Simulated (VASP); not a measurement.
# As in VASP: notebook

As is run at these levels: LDA; tasks: single point.

Everything below comes from runs of VASP 6.6.1. Logs are shortened: lines on timing, memory, paths and dates and some standing lists are left out, and cuts for length are marked.

## (1) The cell of the first run

The cell holds a slab with vacuum, 2 atoms: a = 3.633 Å, b = 3.633 Å, c = 28.000 Å, α = 90.00°, β = 90.00°, γ = 120.00°.

## (2) Single point, LDA

INCAR

```
SYSTEM = As
PREC     = Accurate       ! precision mode
ENCUT    = 520            ! plane-wave cutoff, eV
EDIFF    = 1E-6           ! SCF threshold, eV
ISMEAR   = 0              ! smearing method
SIGMA    = 0.02           ! smearing width, eV
LREAL    = .FALSE.        ! projectors in reciprocal space
LASPH    = .TRUE.         ! aspherical terms in the spheres
NELM     = 60             ! most SCF steps
ALGO     = Normal         ! electronic algorithm
ISIF     = 2              ! what is computed and relaxed
LWAVE    = .FALSE.        ! write WAVECAR
LCHARG   = .FALSE.        ! write CHGCAR
LDIPOL   = .TRUE.       
IDIPOL   = 3            
DIPOL    = 0.5 0.5 0.500
NBANDS   = 12             ! bands
```

KPOINTS

```
Automatic mesh
0
G
  9 9 1
  0 0 0
```

POSCAR

```
As
1.0
    3.6330000000      0.0000000000      0.0000000000
   -1.8165000000      3.1462702920      0.0000000000
    0.0000000000      0.0000000000     28.0000000000
As
2
Direct
    0.3333333333      0.6666666667      0.5264285714
    0.6666666667      0.3333333333      0.4735714286
```

Potentials or basis: VASP PAW LDA potentials, release 64 (As).

On the command line:

```
$ cat potpaw_LDA.64/As/POTCAR > POTCAR
$ mpirun -np 1 vasp_std > vasp.out
```

OUTCAR:

```text
SYSTEM = As
   PREC = Accurate
   ENCUT = 520
   EDIFF = 1E-6
   ISMEAR = 0
   LREAL = .FALSE.
   LASPH = .TRUE.
   NELM = 60
   ISIF = 2

 ion  position               nearest neighbor table
   1  0.333  0.667  0.526-   2 2.57   2 2.57   2 2.57
   2  0.667  0.333  0.474-   1 2.57   1 2.57   1 2.57

  LATTYP: Found a hexagonal cell.
 ALAT       =     3.6330000000
 C/A-ratio  =     7.7071290944

  Lattice vectors:

 A1 = (   3.6330000000,   0.0000000000,   0.0000000000)
 A2 = (  -1.8165000000,   3.1462702920,   0.0000000000)
 A3 = (   0.0000000000,   0.0000000000,  28.0000000000)

Analysis of symmetry for initial positions (statically):
=====================================================================
 Subroutine PRICEL returns:
 Original cell was already a primitive cell.

 Routine SETGRP: Setting up the symmetry group for a
 hexagonal supercell.

 Subroutine GETGRP returns: Found 12 space group operations
 (whereof 12 operations were pure point group operations)
 out of a pool of 24 trial point group operations.

The static configuration has the point symmetry D_3d.

Analysis of symmetry for dynamics (positions and initial velocities):
=====================================================================
 Subroutine PRICEL returns:
 Original cell was already a primitive cell.

 Routine SETGRP: Setting up the symmetry group for a
 hexagonal supercell.

 Subroutine GETGRP returns: Found 12 space group operations
 (whereof 12 operations were pure point group operations)
 out of a pool of 24 trial point group operations.

The dynamic configuration has the point symmetry D_3d.

 Subroutine INISYM returns: Found 12 space group operations
 (whereof 12 operations are pure point group operations),
 and found     1 'primitive' translations

----------------------------------------------------------------------------------------

                                     Primitive cell

  volume of cell :     320.0512

  direct lattice vectors                    reciprocal lattice vectors
     3.633000000  0.000000000  0.000000000     0.275254611  0.158918323  0.000000000
    -1.816500000  3.146270292  0.000000000     0.000000000  0.317836647  0.000000000
     0.000000000  0.000000000 28.000000000     0.000000000  0.000000000  0.035714286

  length of vectors
     3.633000000  3.633000000 28.000000000     0.317836647  0.317836647  0.035714286

  position of ions in fractional coordinates (direct lattice)
     0.333333333  0.666666667  0.526428571
     0.666666667  0.333333333  0.473571429

  ion indices of the primitive-cell ions
   primitive index   ion index
                 1           1
                 2           2

----------------------------------------------------------------------------------------

 KPOINTS: Automatic mesh

Automatic generation of k-mesh.
 Grid dimensions read from file:
 generate k-points for:    9    9    1

 Generating k-lattice:

  Cartesian coordinates                     Fractional coordinates (reciprocal lattice)
     0.030583846  0.017657591  0.000000000     0.111111111 -0.000000000  0.000000000
     0.000000000  0.035315183  0.000000000     0.000000000  0.111111111  0.000000000
     0.000000000  0.000000000  0.035714286     0.000000000  0.000000000  1.000000000

  Length of vectors
     0.035315183  0.035315183  0.035714286

  Shift w.r.t. Gamma in fractional coordinates (k-lattice)
     0.000000000  0.000000000  0.000000000

 Subroutine IBZKPT returns following result:
 ===========================================

 Found     12 irreducible k-points:

 Following reciprocal coordinates:
            Coordinates               Weight
  0.000000  0.000000  0.000000      1.000000
  0.111111 -0.000000  0.000000      6.000000
  0.222222 -0.000000  0.000000      6.000000
  0.333333 -0.000000  0.000000      6.000000
  0.444444 -0.000000  0.000000      6.000000
  0.111111  0.111111  0.000000      6.000000
  0.222222  0.111111  0.000000     12.000000
  0.333333  0.111111  0.000000     12.000000
  0.444444  0.111111  0.000000      6.000000
  0.222222  0.222222  0.000000      6.000000
  0.333333  0.222222  0.000000     12.000000
  0.333333  0.333333  0.000000      2.000000
   k-points           NKPTS =     12   k-points in BZ     NKDIM =     12   number of bands    NBANDS=     12
   number of dos      NEDOS =    301   number of ions     NIONS =      2
   total plane-waves  NPLWV = 164640
   dimension x,y,z NGX =    28 NGY =   28 NGZ =  210
   dimension x,y,z NGXF=    56 NGYF=   56 NGZF=  420
   ions per type =               2
   NGX,Y,Z   is equivalent  to a cutoff of  12.81, 12.81, 12.47 a.u.
   NGXF,Y,Z  is equivalent  to a cutoff of  25.63, 25.63, 24.94 a.u.
 SYSTEM =  As
   PREC   = accura    normal or accurate (medium, high low for compatibility)
   ISTART =      0    job   : 0-new  1-cont  2-samecut
   ICHARG =      2    charge: 1-file 2-atom 10-const
   ISPIN  =      1    spin polarized calculation?
   LNONCOLLINEAR =      F non collinear calculations
   LSORBIT =      F    spin-orbit coupling
   LASPH  =      T    aspherical Exc in radial PAW
   ENCUT  =  520.0 eV  38.22 Ry    6.18 a.u.   6.75  6.75 52.06*2*pi/ulx,y,z
   NELM   =     60;   NELMIN=  2; NELMDL= -5     # of ELM steps
   EDIFF  = 0.1E-05   stopping-criterion for ELM
   LREAL  =      F    real-space projection
   EDIFFG = 0.1E-04   stopping-criterion for IOM
   NSW    =      0    number of steps for IOM
   IBRION =     -1    ionic relax: 0-MD 1-quasi-New 2-CG
   NFREE  =      0    steps in history (QN), initial steepest desc. (CG)
   ISIF   =      2    stress and relaxation
   ISYM   =      2    0-nonsym 1-usesym 2-fastsym
   POTIM  = 0.5000    time-step for ionic-motion
   TEBEG  =    0.0;   TEEND  =   0.0 temperature during run
   PSTRESS=    0.0 pullay stress
   NELECT =      10.0000    total number of electrons
   NUPDOWN=      -1.0000    fix difference up-down
   EMIN   =  10.00;   EMAX   =-10.00  energy-range for DOS
   EFERMI =   0.00;   METHOD = LEGACY
   ISMEAR =     0;   SIGMA  =   0.02  broadening in eV -4-tet -1-fermi 0-gaus
   EFERMI_NEDOS =   21; number of points for ismear=-14 and -15
   IALGO  =     38    algorithm
   IMIX   =      4    mixing-type and parameters
     AMIX     =   0.40;   BMIX     =  1.00
     AMIX_MAG =   1.60;   BMIX_MAG =  1.00
  volume/ion in A,a.u.               =     160.03      1079.91
  Fermi-wavevector in a.u.,A,eV,Ry     =   0.515626  0.974392  3.617387  0.265870
  Thomas-Fermi vector in A             =   1.531163
   LORBIT       =      0    0 simple, 1 ext, 2 COOP (PROOUT), +10 PAW based schemes
   GGA     = CA    functional components
   LHFCALC =     F    Hartree Fock is set to
   AEXX    =    0.0000 exact exchange contribution
   IVDW    =     0    specifies the selected vdW correction
   LEPSILON=     F    determine dielectric tensor
   LRPA    =     F    only Hartree local field effects (RPA)
 non-spin polarized calculation
 Gauss-broadening in eV      SIGMA  =   0.02
  energy-cutoff  :      520.00
  volume of cell :      320.05
 maximum number of plane-waves:      8654
 NGX is ok and might be reduce to    28
   NGX = 13   NGY = 13   NGZ =105

 number of electron      10.0000000 magnetization

 number of electron       9.9999999 magnetization

 dipolmoment           0.000000      0.000000     -0.000000 electrons x Angstroem

 Free energy of the ion-electron system (eV)
  ---------------------------------------------------
  ext. energy  EPLUGINS =         0.00000000
  ---------------------------------------------------
  free energy    TOTEN  =       -10.32111055 eV

  energy without entropy =      -10.32111055  energy(sigma->0) =      -10.32111055

 E-fermi :  -3.7823     XC(G=0):  -1.9327

 val. band max:       -3.8956250888   @ k =   0.0000   0.0000   0.0000
 cond. band min:      -2.6665328228   @ k =   0.3333  -0.0000   0.0000
 fundamental gap:      1.2290922660
 Fermi energy:        -3.7822509693

 k-point     1 :       0.0000    0.0000    0.0000
  band No.  band energies     occupation
      1     -17.2325      2.00000
      2     -11.5777      2.00000
      3      -4.8968      2.00000
      4      -3.8956      2.00000
      5      -3.8956      2.00000
      6      -2.2601      0.00000
      7      -0.7293      0.00000
      8      -0.7293      0.00000
      9       0.8340      0.00000
     10       1.0577      0.00000
     11       1.4396      0.00000
     12       1.6999      0.00000

 k-point     2 :       0.1111   -0.0000    0.0000
  band No.  band energies     occupation
      1     -17.0753      2.00000
      2     -11.5580      2.00000
      3      -5.2196      2.00000
      4      -4.8171      2.00000
      5      -4.2256      2.00000
      6      -1.6265      0.00000
      7      -0.7678      0.00000
      8      -0.4460      0.00000
      9       1.0649      0.00000
     10       1.2564      0.00000
     11       1.6286      0.00000
     12       1.8921      0.00000

 k-point     3 :       0.2222   -0.0000    0.0000
  band No.  band energies     occupation
      1     -16.6139      2.00000
      2     -11.6236      2.00000
      3      -6.7943      2.00000
      4      -4.8487      2.00000
      5      -4.7071      2.00000
      6      -2.3945      0.00000
      7      -0.0634      0.00000
      8      -0.0564      0.00000
      9       1.4726      0.00000
     10       1.8133      0.00000
     11       2.1787      0.00000
     12       2.4259      0.00000
[... 106 lines left out ...]
 k-point    11 :       0.3333    0.2222    0.0000
  band No.  band energies     occupation
      1     -14.6607      2.00000
      2     -13.1779      2.00000
      3      -7.8127      2.00000
      4      -6.6701      2.00000
      5      -5.6233      2.00000
      6      -2.0209      0.00000
      7      -0.6382      0.00000
      8       0.0865      0.00000
      9       3.2235      0.00000
     10       4.0292      0.00000
     11       4.1807      0.00000
     12       4.7707      0.00000

 k-point    12 :       0.3333    0.3333    0.0000
  band No.  band energies     occupation
      1     -13.8897      2.00000
      2     -13.8897      2.00000
      3      -8.1535      2.00000
      4      -6.1442      2.00000
      5      -6.1442      2.00000
      6      -2.4216      0.00000
      7      -0.0225      0.00000
      8      -0.0225      0.00000
      9       3.7360      0.00000
     10       4.6787      0.00000
     11       4.6787      0.00000
     12       5.6064      0.00000

------------------------ aborting loop because EDIFF is reached ----------------------------------------

 vacuum level on the upper side and lower side of the slab       (xc-potential included)        -0.007        -0.007

  FORCE on cell =-STRESS in cart. coord.  units (eV):
  Direction    XX          YY          ZZ          XY          YZ          ZX
  --------------------------------------------------------------------------------------
  -------------------------------------------------------------------------------------
  Total       -2.0031699     -2.0031699     -2.1600529      0.0000000      0.0000000      0.0000000
  in kB      -10.0278749    -10.0278749    -10.8132316      0.0000000      0.0000000      0.0000000
  external PRESSURE =     -10.2896605 kB  Pullay stress =       0.0000000 kB

 VOLUME and BASIS-vectors are now :
 -----------------------------------------------------------------------------
  energy-cutoff  :      520.00
  volume of cell :      320.05
      direct lattice vectors                 reciprocal lattice vectors
     3.633000000  0.000000000  0.000000000     0.275254611  0.158918323  0.000000000
    -1.816500000  3.146270292  0.000000000     0.000000000  0.317836647  0.000000000
     0.000000000  0.000000000 28.000000000     0.000000000  0.000000000  0.035714286

 POSITION                                       TOTAL-FORCE (eV/Angst)
 -----------------------------------------------------------------------------------
     -0.00000      2.09751     14.74000         0.000000      0.000000     -1.458782
      1.81650      1.04876     13.26000        -0.000000      0.000000      1.458782
 -----------------------------------------------------------------------------------
    total drift:                               -0.000000     -0.000000     -0.000000

  FREE ENERGIE OF THE ION-ELECTRON SYSTEM (eV)
  ---------------------------------------------------
  free  energy   TOTEN  =       -10.3211105460 eV

  energy  without entropy=      -10.3211105460  energy(sigma->0) =      -10.32111055

 vacuum level on the upper side and lower side of the slab         1.331         1.331
```

It took 78 s on 1 thread of Intel Xeon Platinum 8375C at 2.90GHz (Ice Lake), shared host; peak memory 0.31 GiB.

Results:

| Quantity | Value |
| --- | --- |
| Free energy | -10.3211 eV |
| Largest force | 1.459 eV/Å |
| Band gap on the k mesh | 1.23 eV, indirect (least direct gap 1.64 eV) |

Forces on the atoms (eV/Å):
```
As   0.000  0.000 -1.459
As   0.000  0.000  1.459
```

Levels at points of the mesh, in eV from the valence-band top:
| k point | band 3 | band 4 | band 5 | band 6 | band 7 | band 8 |
| --- | --- | --- | --- | --- | --- | --- |
| (0.00, 0.00, 0.00) | -1.00 | 0.00 | 0.00 | 1.64 | 3.17 | 3.17 |

## (3) Single point, LDA

INCAR

```
SYSTEM = As
  ALGO = Normal
  DIPOL = 0.5 0.5 0.500
  EDIFF = 1E-6
  ENCUT = 520
  GGA = CA
  IDIPOL = 3
  ISIF = 2
  ISMEAR = 0
  LASPH = .TRUE.
  LCHARG = .FALSE.
  LDIPOL = .TRUE.
  LREAL = .FALSE.
  LWAVE = .FALSE.
  NBANDS = 12
  NELM = 80
  PREC = Accurate
  SIGMA = 0.02
```

KPOINTS

```
k-points
0
G
  9 9 1
  0 0 0
```

POSCAR

```
As
1.0
    3.6330000000      0.0000000000      0.0000000000
   -1.8165000000      3.1462702920      0.0000000000
    0.0000000000      0.0000000000     28.0000000000
As
2
Direct
    0.3333333333      0.6666666667      0.5370000000
    0.6666666667      0.3333333333      0.4630000000
```

Potentials or basis: VASP PAW LDA potentials, release 64 (As).

On the command line:

```
$ cat potpaw_LDA.64/As/POTCAR > POTCAR
$ mpirun -np 1 vasp_std > vasp.out
```

It took 90 s on 1 thread of Intel Xeon Platinum 8375C at 2.90GHz (Ice Lake), shared host; peak memory 0.3 GiB.

The run converged. Its results:

```yaml
Free_energy: -8.3923 eV
Largest_force: 3.599 eV/Å
Band_gap_on_the_k_mesh: zero (band 5 reaches -2.27 eV, above the bottom of band 6 at -3.53 eV)
```

Forces on the atoms (eV/Å):
```
As   0.000  0.000 -3.599
As   0.000  0.000  3.599
```

Levels at points of the mesh, in eV from the Fermi level:
```tsv
k point	band 1	band 2	band 3	band 4	band 5	band 6	band 7	band 8	band 9	band 10
(0.00, 0.00, 0.00)	-12.43	-9.62	-2.61	0.85	0.85	1.05	2.36	2.36	3.99	4.25
```

(Part 1 of 2 ends here.)
